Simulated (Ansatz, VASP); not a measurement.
# Ba2Os in VASP and in Ansatz

```
CELL_PARAMETERS angstrom
0.00000 3.82380 0.00000
3.82380 0.00000 0.00000
1.91190 1.91190 -8.22070
ATOMIC_POSITIONS crystal
Os 0.00000 0.00000 0.00000
Ba 0.39001 0.39001 0.21998
Ba 0.60999 0.60999 0.78002
```

Alike in both runs: functional RPBE; k mesh 5 × 5 × 5; no spin polarisation.

Ansatz relaxed the structure, and its values are those at the end. VASP's run is a single point on that final structure, the one shown.

```csv
,VASP,Ansatz
version,VASP 6.6.1,Ansatz 0.2.0
potentials or method,"VASP PAW PBE potentials, release 64 (Os_sv_GW, Ba_sv), cutoff 560 eV",PAW plane waves
occupations,"fermi-dirac, width 0.1 eV",fermi-dirac
valence electrons in the cell,36,36
```

VASP gave:

```
gap on the k mesh at the Fermi level (eV) : none
pressure (GPa)                            : 0.7
rms of the force components (eV/Å)        : 0.089
```

Estimate Ansatz's values.

gap on the k mesh at the Fermi level (eV): none; pressure (GPa): 0.0; rms of the force components (eV/Å): 0.000.

VASP's potentials were made for PBE, not for RPBE. A gap of «none» marks a metal or a gap that the smearing closes. Ansatz's warnings: structure snapped to symmetry.

Neither program's run includes spin-orbit coupling.
